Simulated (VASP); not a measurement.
## K16I3Br13: single point with PBEsol

The system is K16I3Br13.

```xyz
64
Lattice="13.2904 0.0000 0.0000 0.0000 13.2904 0.0000 0.0000 0.0000 13.2904" Properties=species:S:1:pos:R:3 pbc="T T T"
Br    3.3135    0.0084   13.2845
Br    3.3017    0.0236    6.6425
Br    3.3223    6.6299    0.0064
Br    3.3129    6.6181    6.6260
Br    9.9946    0.0103    6.6554
Br    9.9658    6.6379   13.2841
Br    9.9804    6.6303    6.6403
Br    0.0230    3.3282   13.2748
Br    0.0136    3.3181    6.6541
Br    0.0124    9.9483    0.0174
Br    0.0028    9.9641    6.6186
Br    6.6215    3.3391   13.2661
Br    6.6335    3.3289    6.6666
Br    6.6341    9.9363    0.0100
Br    0.0209   13.2697    3.3311
Br    0.0108    0.0215    9.9538
Br    0.0116    6.6507    3.3162
Br    0.0001    6.6148    9.9620
Br    6.6313    0.0347    9.9662
Br    6.6326    6.6412    3.3035
Br    6.6431    6.6049    9.9745
Br    3.3107    3.3305    3.3187
Br    3.3235    3.3209    9.9668
Br    3.3014    9.9561    3.3089
Br    9.9701    3.3292    9.9559
Br    9.9944    9.9393    3.3213
I     9.9706   13.2809   13.2852
I     6.6522    9.9627    6.6396
I     6.6415   13.2837    3.3200
I     3.3203    9.9682    9.9672
I     9.9672    3.3203    3.3247
I     9.9701    9.9646    9.9664
K     0.0934   13.2850   13.2741
K     0.0123    0.0083    6.6566
K     0.0117    6.6379   13.2812
K    13.2889    6.6282    6.6406
K     6.5437    0.0055   13.1895
K     6.6359    0.0970    6.7421
K     6.6330    6.6273   13.2696
K     6.6465    6.5499    6.6543
K     3.3227    3.3305   13.2889
K     3.3112    3.3205    6.6394
K     3.3148    9.9518    0.0965
K     3.2277    9.9660    6.5322
K     9.9661    3.4141   13.1988
K     9.9789    3.3306    6.7265
K     9.9830    9.8623    0.0971
K    10.0712    9.9530    6.5477
K     3.2347   13.2875    3.3338
K     3.3084    0.0989    9.9470
K     3.3113    6.6441    3.3193
K     3.3211    6.5425    9.9559
K    10.0749   13.1874    3.4273
K     9.9771    0.0950    9.8694
K     9.9761    6.7176    3.3335
K     9.9663    6.5530    9.9471
K     0.0888    3.3290    3.3172
K     0.0103    3.3182    9.9679
K     0.0145    9.9498    3.3028
K    13.2900    9.9626    9.9781
K     6.5424    3.4156    3.3059
K     6.6339    3.3295    9.9814
K     6.6394    9.8646    3.2241
K     6.6457    9.9526   10.0738
```

```json
{"Program": "VASP 6.6.1", "Task": "single point", "Functional": "PBEsol", "Potentials or basis": "VASP PAW PBE potentials, release 64 (Br, I, K_sv)", "Cutoff": "500 eV", "k mesh": "1 × 1 × 1, shifted", "Occupations": "fermi-dirac, width 0.05 eV", "Spin": "no spin polarisation"}
```

```yaml
Pressure: 0.0 GPa
Largest_force: 0.012 eV/Å
Band_gap_on_the_k_mesh: 4.40 eV
```

Forces in eV/Å, atoms in the order of the input:
```
Br  -0.004 -0.002  0.003
Br   0.000 -0.005 -0.004
Br   0.001  0.003 -0.002
Br  -0.003  0.006  0.002
Br   0.000 -0.003  0.000
Br   0.001  0.003  0.000
Br  -0.001  0.001  0.002
Br  -0.002  0.000  0.004
Br  -0.005  0.000 -0.002
Br   0.002  0.002 -0.002
Br   0.000 -0.001  0.001
Br   0.001  0.001  0.001
Br   0.002  0.005  0.001
Br   0.000  0.000 -0.001
Br   0.003  0.002  0.002
Br  -0.003 -0.007  0.001
Br  -0.003  0.001  0.001
Br  -0.004  0.008 -0.002
Br   0.004 -0.004 -0.001
Br   0.003  0.000  0.004
Br   0.005  0.008 -0.001
Br  -0.003  0.000  0.000
Br  -0.002  0.000 -0.003
Br   0.005 -0.003 -0.003
Br  -0.005  0.003 -0.002
Br  -0.001 -0.001  0.000
I   -0.002  0.004  0.003
I   -0.004 -0.002  0.002
I    0.001 -0.001 -0.001
I   -0.005 -0.002 -0.005
I   -0.001 -0.006  0.002
I    0.006 -0.009 -0.004
K   -0.002 -0.001 -0.004
K    0.001  0.001  0.003
K   -0.001  0.000 -0.001
K    0.004  0.001  0.004
K    0.001 -0.001 -0.004
K    0.001  0.002  0.002
K    0.000  0.000  0.000
K    0.000 -0.001  0.001
K    0.000 -0.003  0.002
K    0.003 -0.001  0.000
K   -0.001  0.001  0.008
K    0.004  0.002 -0.006
K    0.000 -0.005  0.001
K    0.002 -0.002 -0.004
K   -0.004  0.001  0.004
K   -0.004  0.002 -0.004
K    0.001  0.001  0.001
K    0.003  0.010 -0.001
K    0.001  0.000  0.002
K    0.002 -0.006  0.001
K    0.000 -0.007  0.002
K    0.000  0.005 -0.001
K    0.002  0.002  0.001
K    0.000 -0.001 -0.001
K    0.003 -0.003 -0.005
K    0.002 -0.001  0.002
K   -0.003  0.001 -0.002
K   -0.002  0.004  0.003
K   -0.001 -0.003 -0.004
K    0.000 -0.002  0.000
K   -0.003  0.002 -0.003
K    0.003  0.002  0.003
```

Levels at points of the mesh, in eV from the valence-band top:
```csv
k point,band 253,band 254,band 255,band 256,band 257,band 258,band 259,band 260
"(0.25, 0.25, 0.25)",-0.13,-0.12,-0.05,0.00,4.40,5.11,5.16,5.22
```

Wall time 24 min on 1 thread of Intel(R) Xeon(R) Platinum 8259CL CPU @ 2.50GHz (Skylake/Cascade Lake), with other jobs on the host, peak memory 1.9 GiB.

Caveat: the PAW data sets were made with another functional, which shifts forces and pressure a little; spin-orbit coupling is left out, which moves the levels of the heavy elements; a shifted mesh leaves out Γ, where band edges can lie. A k mesh can miss the band edges.
